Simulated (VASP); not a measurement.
# Al (P6_3/mmc) in VASP: further runs

Al is run at these levels: PBE; tasks: relaxation of cell and atoms.

Everything below comes from runs of VASP 6.6.1. Logs are shortened: lines on timing, memory, paths and dates and some standing lists are left out, and cuts for length are marked.

## Step 1: The cell of the first run

Symmetry: P6_3/mmc, No. 194, hexagonal system. Conventional cell: a = 3.614 Å, b = 3.614 Å, c = 5.133 Å, α = 90.00°, β = 90.00°, γ = 120.00°. Within 3.2 Å of Al (site symmetry -3m) lie 8 Al at 2.45 to 2.57 Å. Al (site symmetry -6m2) has 6 Al at 2.45 Å within 3.2 Å.

## Step 2: Relaxation of cell and atoms, PBE, target pressure 13 GPa, at which the enthalpy is minimised

INCAR

```
SYSTEM = Al
PREC = Accurate ; ENCUT = 600
EDIFF = 1E-6 ; ISMEAR = -1
SIGMA = 0.1 ; LREAL = .FALSE.
LASPH = .TRUE. ; NELM = 60
ALGO = Normal ; ISIF = 3
LWAVE = .FALSE. ; LCHARG = .FALSE.
GGA = PE ; IBRION = 2
NSW = 60 ; EDIFFG = -0.005
PSTRESS = 130.0
```

KPOINTS

```
Automatic mesh
0
G
  10 10 6
  0 0 0
```

POSCAR

```
Al
1.0
    3.6144662345      0.0000000000      0.0000000000
   -1.8072331172      3.1302195802      0.0000000000
    0.0000000000      0.0000000000      5.1325420530
Al
4
Direct
    0.0000000000      0.0000000000      0.0000000000
    0.0000000000      0.0000000000      0.5000000000
    0.3333333333      0.6666666667      0.2500000000
    0.6666666667      0.3333333333      0.7500000000
```

Potentials or basis: VASP PAW PBE potentials, release 64 (Al).

On the command line:

```bash
cat potpaw_PBE.64/Al/POTCAR > POTCAR
mpirun -np 1 vasp_std > vasp.out
```

OUTCAR:

```text
SYSTEM = Al
   PREC = Accurate
   ENCUT = 600
   EDIFF = 1E-6
   ISMEAR = -1
   LREAL = .FALSE.
   LASPH = .TRUE.
   NELM = 60
   ISIF = 3
   GGA = PE
   IBRION = 2
   NSW = 60
   EDIFFG = -0.005
   PSTRESS = 130.0

 ion  position               nearest neighbor table
   1  0.000  0.000  0.000-   3 2.45   4 2.45   3 2.45   4 2.45   4 2.45   3 2.45   2 2.57   2 2.57

   2  0.000  0.000  0.500-   3 2.45   4 2.45   3 2.45   4 2.45   4 2.45   3 2.45   1 2.57   1 2.57

   3  0.333  0.667  0.250-   1 2.45   2 2.45   1 2.45   2 2.45   1 2.45   2 2.45   4 3.31   4 3.31
                             4 3.31   4 3.31   4 3.31   4 3.31
   4  0.667  0.333  0.750-   1 2.45   2 2.45   1 2.45   2 2.45   1 2.45   2 2.45   3 3.31   3 3.31
                             3 3.31   3 3.31   3 3.31   3 3.31

  LATTYP: Found a hexagonal cell.
 ALAT       =     3.6144662345
 C/A-ratio  =     1.4200000000

  Lattice vectors:

 A1 = (   3.6144662345,   0.0000000000,   0.0000000000)
 A2 = (  -1.8072331172,   3.1302195802,   0.0000000000)
 A3 = (   0.0000000000,   0.0000000000,   5.1325420530)

Analysis of symmetry for initial positions (statically):
=====================================================================
 Subroutine PRICEL returns:
 Original cell was already a primitive cell.

 Routine SETGRP: Setting up the symmetry group for a
 hexagonal supercell.

 Subroutine GETGRP returns: Found 24 space group operations
 (whereof 12 operations were pure point group operations)
 out of a pool of 24 trial point group operations.

The static configuration has the point symmetry D_3d.
 The point group associated with its full space group is D_6h.

Analysis of symmetry for dynamics (positions and initial velocities):
=====================================================================
 Subroutine PRICEL returns:
 Original cell was already a primitive cell.

 Routine SETGRP: Setting up the symmetry group for a
 hexagonal supercell.

 Subroutine GETGRP returns: Found 24 space group operations
 (whereof 12 operations were pure point group operations)
 out of a pool of 24 trial point group operations.

The dynamic configuration has the point symmetry D_3d.
 The point group associated with its full space group is D_6h.

 Subroutine INISYM returns: Found 24 space group operations
 (whereof 12 operations are pure point group operations),
 and found     1 'primitive' translations

----------------------------------------------------------------------------------------

                                     Primitive cell

  volume of cell :      58.0700

  direct lattice vectors                    reciprocal lattice vectors
     3.614466235  0.000000000  0.000000000     0.276666023  0.159733203  0.000000000
    -1.807233117  3.130219580  0.000000000     0.000000000  0.319466406  0.000000000
     0.000000000  0.000000000  5.132542053     0.000000000  0.000000000  0.194835228

  length of vectors
     3.614466235  3.614466234  5.132542053     0.319466406  0.319466406  0.194835228

  position of ions in fractional coordinates (direct lattice)
     0.000000000  0.000000000  0.000000000
     0.000000000  0.000000000  0.500000000
     0.333333333  0.666666667  0.250000000
     0.666666667  0.333333333  0.750000000

  ion indices of the primitive-cell ions
   primitive index   ion index
                 1           1
                 2           2
                 3           3
                 4           4

----------------------------------------------------------------------------------------

 KPOINTS: Automatic mesh

Automatic generation of k-mesh.
 Grid dimensions read from file:
 generate k-points for:   10   10    6

 Generating k-lattice:

  Cartesian coordinates                     Fractional coordinates (reciprocal lattice)
     0.027666602  0.015973320  0.000000000     0.100000000 -0.000000000  0.000000000
     0.000000000  0.031946641  0.000000000     0.000000000  0.100000000  0.000000000
     0.000000000  0.000000000  0.032472538     0.000000000  0.000000000  0.166666667

  Length of vectors
     0.031946641  0.031946641  0.032472538

  Shift w.r.t. Gamma in fractional coordinates (k-lattice)
     0.000000000  0.000000000  0.000000000

 Subroutine IBZKPT returns following result:
 ===========================================

 Found     56 irreducible k-points:

 Following reciprocal coordinates:
            Coordinates               Weight
  0.000000  0.000000  0.000000      1.000000
  0.100000  0.000000  0.000000      6.000000
  0.200000  0.000000  0.000000      6.000000
  0.300000 -0.000000  0.000000      6.000000
  0.400000  0.000000  0.000000      6.000000
  0.500000  0.000000  0.000000      3.000000
[... 16 lines left out ...]
  0.300000  0.100000  0.166667     24.000000
  0.400000  0.100000  0.166667     24.000000
 [... further k-points ...]
   k-points           NKPTS =     56   k-points in BZ     NKDIM =     56   number of bands    NBANDS=     10
   number of dos      NEDOS =    301   number of ions     NIONS =      4
   total plane-waves  NPLWV =  37800
   dimension x,y,z NGX =    30 NGY =   30 NGZ =   42
   dimension x,y,z NGXF=    60 NGYF=   60 NGZF=   84
   ions per type =               4
   NGX,Y,Z   is equivalent  to a cutoff of  13.80, 13.80, 13.60 a.u.
   NGXF,Y,Z  is equivalent  to a cutoff of  27.60, 27.60, 27.21 a.u.
 SYSTEM =  Al
   PREC   = accura    normal or accurate (medium, high low for compatibility)
   ISTART =      0    job   : 0-new  1-cont  2-samecut
   ICHARG =      2    charge: 1-file 2-atom 10-const
   ISPIN  =      1    spin polarized calculation?
   LNONCOLLINEAR =      F non collinear calculations
   LSORBIT =      F    spin-orbit coupling
   LASPH  =      T    aspherical Exc in radial PAW
   ENCUT  =  600.0 eV  44.10 Ry    6.64 a.u.   7.22  7.22 10.25*2*pi/ulx,y,z
   NELM   =     60;   NELMIN=  2; NELMDL= -5     # of ELM steps
   EDIFF  = 0.1E-05   stopping-criterion for ELM
   LREAL  =      F    real-space projection
   EDIFFG = -.5E-02   stopping-criterion for IOM
   NSW    =     60    number of steps for IOM
   IBRION =      2    ionic relax: 0-MD 1-quasi-New 2-CG
   NFREE  =      1    steps in history (QN), initial steepest desc. (CG)
   ISIF   =      3    stress and relaxation
   ISYM   =      2    0-nonsym 1-usesym 2-fastsym
   POTIM  = 0.5000    time-step for ionic-motion
   TEBEG  =    0.0;   TEEND  =   0.0 temperature during run
   PSTRESS=  130.0 pullay stress
   NELECT =      12.0000    total number of electrons
   NUPDOWN=      -1.0000    fix difference up-down
   EMIN   =  10.00;   EMAX   =-10.00  energy-range for DOS
   EFERMI =   0.00;   METHOD = LEGACY
   ISMEAR =    -1;   SIGMA  =   0.10  broadening in eV -4-tet -1-fermi 0-gaus
   EFERMI_NEDOS =   21; number of points for ismear=-14 and -15
   IALGO  =     38    algorithm
   IMIX   =      4    mixing-type and parameters
     AMIX     =   0.40;   BMIX     =  1.00
     AMIX_MAG =   1.60;   BMIX_MAG =  1.00
  volume/ion in A,a.u.               =      14.52        97.97
  Fermi-wavevector in a.u.,A,eV,Ry     =   0.967872  1.829014 12.745623  0.936777
  Thomas-Fermi vector in A             =   2.097794
   LORBIT       =      0    0 simple, 1 ext, 2 COOP (PROOUT), +10 PAW based schemes
   GGA     = PE    functional components
   LHFCALC =     F    Hartree Fock is set to
   AEXX    =    0.0000 exact exchange contribution
   IVDW    =     0    specifies the selected vdW correction
   LEPSILON=     F    determine dielectric tensor
   LRPA    =     F    only Hartree local field effects (RPA)
 conjugate gradient relaxation of ions
 non-spin polarized calculation
  energy-cutoff  :      600.00
  volume of cell :       58.07
 maximum number of plane-waves:      1957
 NGX is ok and might be reduce to    30

--------------------------------------- Ionic step        1  -------------------------------------------

 number of electron      12.0000000 magnetization

 Free energy of the ion-electron system (eV)
  ---------------------------------------------------
  ext. energy  EPLUGINS =         0.00000000
  ---------------------------------------------------
  free energy    TOTEN  =       -11.97186966 eV

  energy without entropy =      -11.92478175  energy(sigma->0) =      -11.94832571

 E-fermi :   9.0364     XC(G=0): -10.5728

 val. band max:        9.0139722149   @ k =   0.4000   0.0000   0.1667
 cond. band min:       9.0391501416   @ k =   0.2000   0.1000   0.1667
 fundamental gap:      0.0251779268
 Fermi energy:         9.0363774954

 k-point     1 :       0.0000    0.0000    0.0000
  band No.  band energies     occupation
      1      -2.8185      2.00000
      2       2.4527      2.00000
      3       2.7808      2.00000
      4       9.8340      0.00069
      5       9.8340      0.00069
      6      11.0451      0.00000
      7      11.0451      0.00000
      8      12.5745      0.00000
      9      14.7285      0.00000
     10      14.7286      0.00000
[... 410 lines left out ...]
  FREE ENERGIE OF THE ION-ELECTRON SYSTEM (eV)
  ---------------------------------------------------
  free  energy   TOTEN  =       -13.6425440076 eV

  energy  without entropy=      -13.5900855051  energy(sigma->0) =      -13.61631476

  enthalpy is  TOTEN    =        -8.0289435055 eV   P V=        5.6136005022

[... ionic steps 4 to 8 ...]

--------------------------------------- Ionic step        9  -------------------------------------------

 number of electron      12.0000000 magnetization

------------------------ aborting loop because EDIFF is reached ----------------------------------------

  FORCE on cell =-STRESS in cart. coord.  units (eV):
  Direction    XX          YY          ZZ          XY          YZ          ZX
  --------------------------------------------------------------------------------------
  -------------------------------------------------------------------------------------
  Total        5.5747429      5.5747429      5.5314916      0.0000000      0.0000000      0.0000000
  in kB      129.6864122    129.6864122    128.6802487      0.0000000      0.0000000      0.0000000
  external PRESSURE =      -0.6489757 kB  Pullay stress =     130.0000000 kB
[... 65 lines left out ...]
  enthalpy is  TOTEN    =        -8.1328655531 eV   P V=        5.5852740025

--------------------------------------- Ionic step       11  -------------------------------------------

 number of electron      12.0000000 magnetization

 Free energy of the ion-electron system (eV)
  ---------------------------------------------------
  ext. energy  EPLUGINS =         0.00000000
  ---------------------------------------------------
  free energy    TOTEN  =       -13.71768834 eV

  energy without entropy =      -13.66897318  energy(sigma->0) =      -13.69333076

 E-fermi :   7.2182     XC(G=0):  -9.9183

 val. band max:        7.1961325394   @ k =   0.0000   0.0000   0.1667
 cond. band min:       7.2500609255   @ k =   0.2000   0.0000   0.0000
 fundamental gap:      0.0539283861
 Fermi energy:         7.2182026818

 k-point     1 :       0.0000    0.0000    0.0000
  band No.  band energies     occupation
      1      -3.5202      2.00000
      2       1.8325      2.00000
      3       2.3375      2.00000
      4       7.0639      1.64783
      5       7.0639      1.64783
      6       8.3991      0.00001
      7       8.3991      0.00001
      8       9.3520      0.00000
      9      11.3946      0.00000
     10      12.5981      0.00000
[... 330 lines left out ...]
  FREE ENERGIE OF THE ION-ELECTRON SYSTEM (eV)
  ---------------------------------------------------
  free  energy   TOTEN  =       -13.7176883409 eV

  energy  without entropy=      -13.6689731766  energy(sigma->0) =      -13.69333076

  enthalpy is  TOTEN    =        -8.1328813171 eV   P V=        5.5848070238

 reached required accuracy - stopping structural energy minimisation
```

Wall time 76 s (1 thread of Intel Xeon 6975P-C (Granite Rapids), shared host); peak memory 0.19 GiB.

Results:

* Free energy: -13.7177 eV
* Relaxed volume: 17.21 Å³/atom
* Relaxed cell: a = 3.968 Å, b = 3.968 Å, c = 5.048 Å, α = 90.00°, β = 90.00°, γ = 120.00°
* Space group after relaxing (to 0.05 Å): P6_3/mmc (No. 194)
* Energy change on relaxing (the enthalpy is what falls): -436.5 meV/atom
* Ionic steps: 11
* Pressure after relaxing: 13.0 GPa
* Band gap on the k mesh: zero (band 6 reaches 8.57 eV, above the bottom of band 7 at 5.30 eV)

Step by step:
| step | energy change (eV) | largest force (eV/Å) | pressure (GPa) | volume (Å³) |
| --- | --- | --- | --- | --- |
| 1 | 0.0000 | 0.0000 | 37.99 | 58.07 |
| 2 | -2.0690 | 0.0000 | 0.82 | 79.23 |
| 3 | -1.6707 | 0.0000 | 12.32 | 69.18 |
| 4 | -1.6517 | 0.0000 | 12.69 | 68.95 |
| 5 | -1.7092 | 0.0000 | 12.74 | 68.94 |
| 6 | -1.7441 | 0.0000 | 13.01 | 68.82 |
| 7 | -1.7425 | 0.0000 | 13.08 | 68.79 |
| 8 | -1.7430 | 0.0000 | 13.06 | 68.80 |
| 9 | -1.7492 | 0.0000 | 12.94 | 68.87 |
| 10 | -1.7463 | 0.0000 | 12.99 | 68.84 |
| 11 | -1.7458 | 0.0000 | 13.01 | 68.83 |

Final structure:
```cif
data_structure
_symmetry_space_group_name_H-M 'P 1'
_symmetry_Int_Tables_number 1
_cell_length_a 3.9679
_cell_length_b 3.9679
_cell_length_c 5.0480
_cell_angle_alpha 90.000
_cell_angle_beta 90.000
_cell_angle_gamma 120.000
_cell_volume 68.83
loop_
_atom_site_label
_atom_site_type_symbol
_atom_site_fract_x
_atom_site_fract_y
_atom_site_fract_z
_atom_site_occupancy
Al1 Al 0.00000 0.00000 0.00000 1
Al2 Al 0.00000 0.00000 0.50000 1
Al3 Al 0.33333 0.66667 0.25000 1
Al4 Al 0.66667 0.33333 0.75000 1
```

Levels at points of the mesh, in eV from the Fermi level:
| k point | band 3 | band 4 | band 5 | band 6 | band 7 | band 8 | band 9 | band 10 |
| --- | --- | --- | --- | --- | --- | --- | --- | --- |
| (0.00, 0.00, 0.00) | -4.88 | -0.15 | -0.15 | 1.18 | 1.18 | 2.13 | 4.18 | 5.38 |
| (0.50, 0.00, 0.00) | -3.35 | -2.26 | -2.06 | -1.92 | -1.92 | 0.43 | 2.68 | 3.11 |
| (0.00, 0.00, 0.50) | 0.94 | 0.94 | 0.94 | 0.94 | 0.98 | 0.98 | 3.12 | 3.12 |
| (0.50, 0.00, 0.50) | -5.68 | -5.68 | -0.97 | -0.97 | 0.50 | 0.50 | 4.49 | 4.49 |

Caveat: the cell is relaxed towards a set pressure, so the enthalpy falls and the energy may rise; the volume moved by over 15 % at a fixed basis, so the end points are rough.

## Step 3: Relaxation of cell and atoms, PBE, target pressure 13 GPa, at which the enthalpy is minimised

This run uses another cell than the first one, of the same volume but with other edges.

INCAR

```
SYSTEM = Al
ALGO = Normal
EDIFF = 1E-6
EDIFFG = -0.005
ENCUT = 600
GGA = PE
IBRION = 2
ISIF = 3
ISMEAR = -1
LASPH = .TRUE.
LCHARG = .FALSE.
LREAL = .FALSE.
LWAVE = .FALSE.
NELM = 100
NSW = 60
PREC = Accurate
PSTRESS = 130.0
SIGMA = 0.1
```

KPOINTS

```
k-points
0
G
  13 13 4
  0 0 0
```

POSCAR

```
Al
1.0
    2.7427054310      0.0000000000      0.0000000000
   -1.3713527155      2.3752525783      0.0000000000
    0.0000000000      0.0000000000      8.9137926507
Al
4
Direct
    0.0000000000      0.0000000000      0.0000000000
    0.0000000000      0.0000000000      0.5000000000
    0.3333333333      0.6666666667      0.2500000000
    0.6666666667      0.3333333333      0.7500000000
```

Potentials or basis: VASP PAW PBE potentials, release 64 (Al).

On the command line:

```bash
cat potpaw_PBE.64/Al/POTCAR > POTCAR
mpirun -np 1 vasp_std > vasp.out
```

Wall time 39 s (1 thread of Intel Xeon 6975P-C (Granite Rapids), shared host); peak memory 0.2 GiB.

It converged, with:

```
Free energy                                            : -14.6742 eV
Relaxed volume                                         : 14.57 Å³/atom
Relaxed cell                                           : a = 2.739 Å, b = 2.739 Å, c = 8.972 Å, α = 90.00°, β = 90.00°, γ = 120.00°
Space group after relaxing (to 0.05 Å)                 : P6_3/mmc (No. 194)
Energy change on relaxing (the enthalpy is what falls) : -4.7 meV/atom
Ionic steps                                            : 5
Pressure after relaxing                                : 13.0 GPa
Band gap on the k mesh                                 : zero (band 6 reaches 13.37 eV, above the bottom of band 7 at 7.97 eV)
```

The path:
```
step  energy change (eV)  largest force (eV/Å)  pressure (GPa)  volume (Å³)
   1              0.0000                0.0000           13.52        58.07
   2             -0.0327                0.0000           12.63        58.46
   3             -0.0260                0.0000           12.81        58.38
   4             -0.0218                0.0000           12.94        58.33
   5             -0.0190                0.0000           13.03        58.29
```

Final structure:
```yaml
crystal:
  lattice:
    - [2.73890, 0.00000, 0.00000]
    - [-1.36945, 2.37196, 0.00000]
    - [0.00000, 0.00000, 8.97231]
  atoms:
    - { symbol: Al, position: [0.00000, 0.00000, 0.00000] }
    - { symbol: Al, position: [0.00000, 0.00000, 0.50000] }
    - { symbol: Al, position: [0.33333, 0.66667, 0.25000] }
    - { symbol: Al, position: [0.66667, 0.33333, 0.75000] }
```

Levels at points of the mesh, in eV from the Fermi level:
```tsv
k point	band 3	band 4	band 5	band 6	band 7	band 8	band 9	band 10
(0.00, 0.00, 0.00)	-10.17	-5.09	-4.57	3.65	3.67	11.72	11.72	11.75
(0.00, 0.00, 0.50)	-7.93	-7.93	-0.94	-0.94	8.85	8.85	12.00	12.00
```

Caveat: the cell is relaxed towards a set pressure, so the enthalpy falls and the energy may rise.
